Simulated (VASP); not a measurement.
Write the native input for VASP 6.6.1 that does the following.

| Quantity | Value |
| --- | --- |
| Task | relaxation of cell and atoms |
| Functional | r2SCAN |
| Potentials or basis | VASP PAW PBE potentials, release 64 (Si, W_sv) |
| Cutoff | 600 eV |
| k mesh | 10 × 10 × 10 |
| Occupations | fermi-dirac, width 0.1 eV |
| Spin | no spin polarisation |
| Dipole correction | no |
| Further INCAR settings | ALGO = Normal; EDIFF = 1e-07; IBRION = 2; EDIFFG = -0.01; NSW = 80; ISIF = 3 |

Crystal: Si2W.

```
CELL_PARAMETERS angstrom
-1.60690 1.60690 3.91495
1.60690 -1.60690 3.91495
1.60690 1.60690 -3.91495
ATOMIC_POSITIONS crystal
Si 0.33470 0.33470 0.00000
Si 0.66530 0.66530 0.00000
W 0.00000 0.00000 0.00000
```

The input as run:

POSCAR

```
Si2W
1.0
   -1.6069000000      1.6069000000      3.9149500000
    1.6069000000     -1.6069000000      3.9149500000
    1.6069000000      1.6069000000     -3.9149500000
Si W
2 1
Direct
    0.3347000000      0.3347000000      0.0000000000
    0.6653000000      0.6653000000      0.0000000000
    0.0000000000      0.0000000000      0.0000000000
```

INCAR.step1

```
PREC = Accurate
ENCUT = 600
ISMEAR = -1
SIGMA = 0.1
LREAL = F
LASPH = T
NELM = 60
GGA = PE
ALGO = Normal
EDIFF = 1E-4
LWAVE = T
LCHARG = F
```

INCAR.step2

```
PREC = Accurate
ENCUT = 600
EDIFF = 1E-7
ISMEAR = -1
SIGMA = 0.1
LREAL = F
LASPH = T
NELM = 60
ALGO = Normal
ISIF = 3
LWAVE = F
LCHARG = F
METAGGA = R2SCAN
LMIXTAU = T
IBRION = 2
NSW = 80
EDIFFG = -0.01
ISTART = 1
```

KPOINTS

```
Automatic mesh
0
Gamma
  10 10 10
```

Potentials or basis: VASP PAW PBE potentials, release 64 (Si, W_sv).

The run is started by

```bash
$ cat potpaw_PBE.64/Si/POTCAR potpaw_PBE.64/W_sv/POTCAR > POTCAR
$ cp INCAR.step1 INCAR
$ mpirun -np 1 vasp_std > vasp.out
$ cp INCAR.step2 INCAR
$ mpirun -np 1 vasp_std > vasp.out
```

It gave:

```json
{"Relaxed volume": "13.43 Å³/atom", "Relaxed cell": "a = 4.515 Å, b = 4.515 Å, c = 4.515 Å, α = 138.30°, β = 138.30°, γ = 60.44°", "Space group after relaxing (to 0.05 Å)": "I4/mmm (No. 139)", "Energy gained by relaxing": "0.3 meV/atom", "Ionic steps": "5", "Pressure after relaxing": "0.0 GPa", "Largest force after relaxing": "0.007 eV/Å", "Band gap on the k mesh": "zero (band 11 reaches 12.68 eV, above the bottom of band 12 at 11.36 eV)"}
```

Caveat: the PAW data sets were made with another functional, which shifts forces and pressure a little; spin-orbit coupling is left out, which moves the levels of the heavy elements.

Run time: 16 min on 1 thread of Intel Xeon 6975P-C, on a shared host, peak memory 0.28 GiB.
